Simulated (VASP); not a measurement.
Here is a VASP 6.6.1 calculation.

The input INCAR:

```
SYSTEM = Hf4PtC3
PREC = Accurate ; ENCUT = 520
EDIFF = 1E-6 ; ISMEAR = 0
SIGMA = 0.1 ; LREAL = .FALSE.
LASPH = .TRUE. ; NELM = 120
ALGO = Normal ; ISIF = 2
LWAVE = .FALSE. ; LCHARG = .FALSE.
LDIPOL = .TRUE. ; IDIPOL = 3
DIPOL = 0.5 0.5 0.491 ; GGA = PS
NBANDS = 41 ; GGA_COMPAT = .FALSE.
NELMDL = -8
```

KPOINTS

```
regular mesh
0
G
  9 9 1
  0 0 0
```

Contents of POSCAR:

```
Hf4PtC3
1.0
    3.2578677663      0.0000000000      0.0000000000
   -1.6289338832      2.8213962478      0.0000000000
    0.0000000000      0.0000000000     26.9801136769
Hf C Pt
4 3 1
Direct
    0.3333333333      0.6666666667      0.3150468564
    0.0000000000      0.0000000000      0.4136393948
    0.6666666667      0.3333333333      0.5091422035
    0.3333333333      0.6666666667      0.6056902910
    0.6666666667      0.3333333333      0.3643431256
    0.3333333333      0.6666666667      0.4632179624
    0.0000000000      0.0000000000      0.5636326267
    0.3333333333      0.6666666667      0.6955559308
```

Potentials or basis: VASP PAW PBE potentials, release 64 (Hf_pv, C, Pt).

Command:

```bash
$ cat potpaw_PBE.64/Hf_pv/POTCAR potpaw_PBE.64/C/POTCAR potpaw_PBE.64/Pt/POTCAR > POTCAR
$ mpirun -np 1 vasp_std > vasp.out
```

(1) What does it give for the band gap on the k mesh?

(2) What does it give for the largest force?

Answers

(1) zero (bands 31 and 32 overlap by 0.83 eV).

(2) 1.822 eV/Å.

Caveat: the PAW data sets were made with another functional, which shifts forces and pressure a little; spin-orbit coupling is left out, which moves the levels of the heavy elements.
